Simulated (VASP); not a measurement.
Wanted: the native input for a VASP 6.6.1 run.

```yaml
Task: single point
Functional: PBE
Potentials_or_basis: VASP PAW PBE potentials, release 64 (Ti_sv, C)
Cutoff: 600 eV
k_mesh: 6 × 4 × 3
Occupations: gaussian, width 0.2 eV
Spin: no spin polarisation
Dipole_correction: no
Further_INCAR_settings: ALGO = Normal; EDIFF = 1e-06; NBANDS = 31
```

The structure of Ti2C5 lies in POSCAR:

```
Ti2C5
1.0
    2.6256986197      0.0108526465      0.2449139187
    0.0186665520      4.3238253673     -0.3222857543
    0.6857589728     -0.5246512283      6.3090616474
Ti C
2 5
Direct
    0.5776556469      0.2053259858      0.3371104717
    0.4223443531      0.7946740142      0.6628895283
    0.2450262321      0.0864717639      0.0104071292
    0.2507168592      0.4212965604     -0.0011348720
    0.7549737679      0.9135282361     -0.0104071292
    0.7492831408      0.5787034396      0.0011348720
    0.0000000000      0.0000000000      0.5000000000
```

The input as run:

INCAR

```
PREC     = Accurate       # precision mode
ENCUT    = 600            # plane-wave cutoff, eV
EDIFF    = 1E-6           # SCF threshold, eV
ISMEAR   = 0              # smearing method
SIGMA    = 0.2            # smearing width, eV
LREAL    = False          # projectors in reciprocal space
LASPH    = True           # aspherical terms in the spheres
NELM     = 120            # most SCF steps
ALGO     = Normal         # electronic algorithm
ISIF     = 2              # what is computed and relaxed
LWAVE    = False          # write WAVECAR
LCHARG   = False          # write CHGCAR
GGA      = PE             # functional
NBANDS   = 31             # bands
GGA_COMPAT= False
```

KPOINTS

```
regular mesh
0
Gamma
  6 4 3
```

Potentials or basis: VASP PAW PBE potentials, release 64 (Ti_sv, C).

Command:

```bash
$ cat potpaw_PBE.64/Ti_sv/POTCAR potpaw_PBE.64/C/POTCAR > POTCAR
$ mpirun -np 1 vasp_std > vasp.out
```

Results of the run:

```
Pressure               : 0.0 GPa
Largest force          : 0.021 eV/Å
Band gap on the k mesh : zero (bands 22 and 23 overlap by 0.76 eV)
```

Caveat: the k points lie up to 0.41 Å⁻¹ apart, too coarse for converged energies and pressures of a metal.

It took 88 s on 1 thread of Intel(R) Xeon(R) Platinum 8259CL CPU @ 2.50GHz (Skylake/Cascade Lake), on a shared host, peak memory 0.24 GiB.
